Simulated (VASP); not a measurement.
# SnPb5S6 (P4/mmm) in VASP: single point with PBE

Aim: the single point of SnPb5S6 with PBE.

All numbers are computed with VASP 6.6.1; they aren't measurements. Logs are shortened: lines on timing, memory, paths and dates and some standing lists are left out, and cuts for length are marked.

## (1) The cell of the first run

The structure is tetragonal, space group P4/mmm (No. 123). Conventional cell: a = 4.246 Å, b = 4.246 Å, c = 18.013 Å, α = 90.00°, β = 90.00°, γ = 90.00°. Within 4.0 Å of Sn (site symmetry 4/mmm) lie 6 S at 3.00 Å. Pb (site symmetry 4/mmm) has 6 S at 3.00 Å within 4.0 Å. Pb (site symmetry 4mm) has 6 S at 3.00 Å within 4.0 Å. Within 4.0 Å of Pb (site symmetry 4mm) lie 6 S at 3.00 Å. Within 4.0 Å of S (site symmetry 4mm) lie 6 Pb at 3.00 Å. Within 4.0 Å of S (site symmetry 4mm) lie 5 Pb at 3.00 Å and 1 Sn at 3.00 Å. S (site symmetry 4/mmm) has 4 Sn at 3.00 Å and 2 Pb at 3.00 Å within 4.0 Å. S (site symmetry 4/mmm) has 6 Pb at 3.00 Å within 4.0 Å.

## (2) Single point, PBE

File INCAR:

```
SYSTEM = SnPb5S6
  ALGO = Normal
  EDIFF = 1E-6
  ENCUT = 520
  GGA = PE
  ISIF = 2
  ISMEAR = 0
  LASPH = .True.
  LCHARG = .True.
  LELF = .True.
  LREAL = .False.
  LVHAR = .True.
  LWAVE = .False.
  NBANDS = 72
  NELM = 60
  PREC = Accurate
  SIGMA = 0.1
```

File KPOINTS:

```
k-points
0
Gamma
  4 4 1
  0 0 0
```

File POSCAR:

```
SnPb5S6
1.0
    4.2455943300      0.0000000000      0.0000000000
    0.0000000000      4.2455943300      0.0000000000
    0.0000000000      0.0000000000     18.0125312600
Sn Pb S
1 5 6
Direct
    0.5000000000      0.5000000000      0.5000000000
    0.0000000000      0.0000000000      0.0000000000
    0.5000000000      0.5000000000      0.1666666700
    0.0000000000      0.0000000000      0.3333333300
    0.0000000000      0.0000000000      0.6666666700
    0.5000000000      0.5000000000      0.8333333300
    0.0000000000      0.0000000000      0.1666666700
    0.5000000000      0.5000000000      0.3333333300
    0.0000000000      0.0000000000      0.5000000000
    0.5000000000      0.5000000000      0.6666666700
    0.0000000000      0.0000000000      0.8333333300
    0.5000000000      0.5000000000      0.0000000000
```

Potentials or basis: VASP PAW PBE potentials, release 64 (Sn_d, Pb_d, S).

On the command line:

```
$ cat potpaw_PBE.64/Sn_d/POTCAR potpaw_PBE.64/Pb_d/POTCAR potpaw_PBE.64/S/POTCAR > POTCAR
$ mpirun -np 1 vasp_std > vasp.out
```

OUTCAR:

```text
SYSTEM = SnPb5S6
   EDIFF = 1E-6
   ENCUT = 520
   GGA = PE
   ISIF = 2
   ISMEAR = 0
   LASPH = .True.
   LREAL = .False.
   NELM = 60
   PREC = Accurate

 ion  position               nearest neighbor table
   1  0.500  0.500  0.500-   9 3.00   9 3.00   9 3.00   9 3.00  10 3.00   8 3.00
   2  0.000  0.000  0.000-  12 3.00  12 3.00  12 3.00  12 3.00   7 3.00  11 3.00
   3  0.500  0.500  0.167-   8 3.00   7 3.00   7 3.00   7 3.00   7 3.00  12 3.00
   4  0.000  0.000  0.333-   7 3.00   8 3.00   8 3.00   8 3.00   8 3.00   9 3.00
   5  0.000  0.000  0.667-  11 3.00  10 3.00  10 3.00  10 3.00  10 3.00   9 3.00
   6  0.500  0.500  0.833-  10 3.00  11 3.00  11 3.00  11 3.00  11 3.00  12 3.00
   7  0.000  0.000  0.167-   4 3.00   3 3.00   3 3.00   3 3.00   3 3.00   2 3.00
   8  0.500  0.500  0.333-   3 3.00   4 3.00   4 3.00   4 3.00   4 3.00   1 3.00
   9  0.000  0.000  0.500-   1 3.00   1 3.00   1 3.00   1 3.00   5 3.00   4 3.00
  10  0.500  0.500  0.667-   6 3.00   5 3.00   5 3.00   5 3.00   5 3.00   1 3.00
  11  0.000  0.000  0.833-   5 3.00   6 3.00   6 3.00   6 3.00   6 3.00   2 3.00
  12  0.500  0.500  0.000-   2 3.00   2 3.00   2 3.00   2 3.00   6 3.00   3 3.00

  LATTYP: Found a simple tetragonal cell.
 ALAT       =     4.2455943300
 C/A-ratio  =     4.2426406905

  Lattice vectors:

 A1 = (   4.2455943300,   0.0000000000,   0.0000000000)
 A2 = (   0.0000000000,   4.2455943300,   0.0000000000)
 A3 = (   0.0000000000,   0.0000000000,  18.0125312600)

Analysis of symmetry for initial positions (statically):
=====================================================================
 Subroutine PRICEL returns:
 Original cell was already a primitive cell.

 Routine SETGRP: Setting up the symmetry group for a
 simple tetragonal supercell.

 Subroutine GETGRP returns: Found 16 space group operations
 (whereof 16 operations were pure point group operations)
 out of a pool of 16 trial point group operations.

The static configuration has the point symmetry D_4h.

Analysis of symmetry for dynamics (positions and initial velocities):
=====================================================================
 Subroutine PRICEL returns:
 Original cell was already a primitive cell.

 Routine SETGRP: Setting up the symmetry group for a
 simple tetragonal supercell.

 Subroutine GETGRP returns: Found 16 space group operations
 (whereof 16 operations were pure point group operations)
 out of a pool of 16 trial point group operations.

The dynamic configuration has the point symmetry D_4h.

 Subroutine INISYM returns: Found 16 space group operations
[... 112 lines left out ...]
   EFERMI =   0.00;   METHOD = LEGACY
   ISMEAR =     0;   SIGMA  =   0.10  broadening in eV -4-tet -1-fermi 0-gaus
   EFERMI_NEDOS =   21; number of points for ismear=-14 and -15
   IALGO  =     38    algorithm
   IMIX   =      4    mixing-type and parameters
     AMIX     =   0.40;   BMIX     =  1.00
     AMIX_MAG =   1.60;   BMIX_MAG =  1.00
  volume/ion in A,a.u.               =      27.06       182.59
  Fermi-wavevector in a.u.,A,eV,Ry     =   1.174856  2.220156 18.779942  1.380287
  Thomas-Fermi vector in A             =   2.311246
   LORBIT       =      0    0 simple, 1 ext, 2 COOP (PROOUT), +10 PAW based schemes
   GGA     = PE    functional components
   LHFCALC =     F    Hartree Fock is set to
   AEXX    =    0.0000 exact exchange contribution
   IVDW    =     0    specifies the selected vdW correction
   LEPSILON=     F    determine dielectric tensor
   LRPA    =     F    only Hartree local field effects (RPA)
 non-spin polarized calculation
 Gauss-broadening in eV      SIGMA  =   0.10
  energy-cutoff  :      520.00
  volume of cell :      324.68
 maximum number of plane-waves:      8788
 NGX is ok and might be reduce to    32
   NGX = 15   NGY = 15   NGZ = 67

 number of electron     120.0000026 magnetization

 Free energy of the ion-electron system (eV)
  ---------------------------------------------------
  ext. energy  EPLUGINS =         0.00000000
  ---------------------------------------------------
  free energy    TOTEN  =       -52.69525571 eV

  energy without entropy =      -52.69525569  energy(sigma->0) =      -52.69525570

 E-fermi :   5.6647     XC(G=0):  -9.4846

 val. band max:        5.2969453622   @ k =   0.5000   0.0000   0.0000
 cond. band min:       6.0325285029   @ k =   0.5000   0.0000   0.0000
 fundamental gap:      0.7355831407
 Fermi energy:         5.6647479287

 k-point     1 :       0.0000    0.0000    0.0000
  band No.  band energies     occupation
      1     -16.1287      2.00000
      2     -16.1129      2.00000
      3     -16.1107      2.00000
      4     -16.1092      2.00000
      5     -16.1092      2.00000
      6     -11.5392      2.00000
[... 439 lines left out ...]
     71      10.2843      0.00000
     72      10.2939      0.00000

------------------------ aborting loop because EDIFF is reached ----------------------------------------

  FORCE on cell =-STRESS in cart. coord.  units (eV):
  Direction    XX          YY          ZZ          XY          YZ          ZX
  --------------------------------------------------------------------------------------
  -------------------------------------------------------------------------------------
  Total       -0.0713511     -0.0713511     -3.8478427      0.0000000      0.0000000      0.0000000
  in kB       -0.3520946     -0.3520946    -18.9878657      0.0000000      0.0000000      0.0000000
  external PRESSURE =      -6.5640183 kB  Pullay stress =       0.0000000 kB

 VOLUME and BASIS-vectors are now :
 -----------------------------------------------------------------------------
  energy-cutoff  :      520.00
  volume of cell :      324.68
      direct lattice vectors                 reciprocal lattice vectors
     4.245594330  0.000000000  0.000000000     0.235538283  0.000000000  0.000000000
     0.000000000  4.245594330  0.000000000     0.000000000  0.235538283  0.000000000
     0.000000000  0.000000000 18.012531260     0.000000000  0.000000000  0.055516906

 POSITION                                       TOTAL-FORCE (eV/Angst)
 -----------------------------------------------------------------------------------
      2.12280      2.12280      9.00627         0.000000      0.000000      0.000000
      0.00000      0.00000      0.00000         0.000000      0.000000      0.000000
      2.12280      2.12280      3.00209         0.000000     -0.000000     -0.005463
      0.00000      0.00000      6.00418         0.000000      0.000000      0.025842
      0.00000      0.00000     12.00835         0.000000      0.000000     -0.025842
      2.12280      2.12280     15.01044        -0.000000     -0.000000      0.005463
      0.00000      0.00000      3.00209         0.000000      0.000000      0.004429
      2.12280      2.12280      6.00418         0.000000     -0.000000      0.179213
      0.00000      0.00000      9.00627         0.000000      0.000000      0.000000
      2.12280      2.12280     12.00835        -0.000000     -0.000000     -0.179213
      0.00000      0.00000     15.01044         0.000000      0.000000     -0.004429
      2.12280      2.12280      0.00000         0.000000      0.000000      0.000000
 -----------------------------------------------------------------------------------
    total drift:                                0.000000     -0.000000      0.000000

  FREE ENERGIE OF THE ION-ELECTRON SYSTEM (eV)
  ---------------------------------------------------
  free  energy   TOTEN  =       -52.6952557122 eV

  energy  without entropy=      -52.6952556933  energy(sigma->0) =      -52.69525570
```

OSZICAR:

```text
N       E                     dE             d eps       ncg     rms          rms(c)
DAV:   1     0.150016544766E+04    0.15002E+04   -0.53504E+04   864   0.185E+03
DAV:   2     0.214194036117E+03   -0.12860E+04   -0.12565E+04   864   0.530E+02
DAV:   3    -0.317177189962E+02   -0.24591E+03   -0.23681E+03  1056   0.240E+02
DAV:   4    -0.547683674615E+02   -0.23051E+02   -0.22738E+02  1088   0.684E+01
DAV:   5    -0.556408137009E+02   -0.87245E+00   -0.87033E+00  1264   0.145E+01    0.110E+01
DAV:   6    -0.526062774634E+02    0.30345E+01   -0.85081E+00  1144   0.108E+01    0.727E+00
DAV:   7    -0.526865206932E+02   -0.80243E-01   -0.19705E+00  1120   0.358E+00    0.405E+00
DAV:   8    -0.527075983703E+02   -0.21078E-01   -0.30302E-01  1128   0.293E+00    0.877E-01
DAV:   9    -0.526934717570E+02    0.14127E-01   -0.69110E-02  1160   0.130E+00    0.202E-01
DAV:  10    -0.526949670892E+02   -0.14953E-02   -0.54281E-03  1128   0.287E-01    0.116E-01
DAV:  11    -0.526952392940E+02   -0.27220E-03   -0.44799E-04  1192   0.956E-02    0.423E-02
DAV:  12    -0.526952501122E+02   -0.10818E-04   -0.60823E-05  1048   0.481E-02    0.204E-02
DAV:  13    -0.526952555695E+02   -0.54574E-05   -0.23026E-05  1152   0.292E-02    0.964E-03
DAV:  14    -0.526952557122E+02   -0.14262E-06   -0.11436E-06   680   0.821E-03
   1 F= -.52695256E+02 E0= -.52695256E+02  d E =-.188254E-07
```

stdout:

```text
POSCAR found type information on POSCAR SnPbS
 POSCAR found :  3 types and      12 ions
 scaLAPACK will be used
 LDA part: xc-table for (Slater+PW92), standard interpolation
 POSCAR, INCAR and KPOINTS ok, starting setup
 FFT: planning ... GRIDC
 FFT: planning ... GRID_SOFT
 FFT: planning ... GRID
 WAVECAR not read
 entering main loop
```

Wall time 4.3 min (1 thread of Intel Xeon 8259CL, shared host); peak memory 0.44 GiB.

What came out:

| Quantity | Value |
| --- | --- |
| Free energy | -52.6953 eV |
| Pressure | -0.7 GPa |
| Largest force | 0.179 eV/Å |
| Band gap on the k mesh | 0.74 eV |

Forces in eV/Å, atoms in the order of the input:
```
Sn   0.000  0.000  0.000
Pb   0.000  0.000  0.000
Pb   0.000  0.000 -0.005
Pb   0.000  0.000  0.026
Pb   0.000  0.000 -0.026
Pb   0.000  0.000  0.005
S    0.000  0.000  0.004
S    0.000  0.000  0.179
S    0.000  0.000  0.000
S    0.000  0.000 -0.179
S    0.000  0.000 -0.004
S    0.000  0.000  0.000
```

Caveat: spin-orbit coupling is left out, which moves the levels of the heavy elements; an odd mesh through Γ misses points on the zone boundary, where band edges can lie.
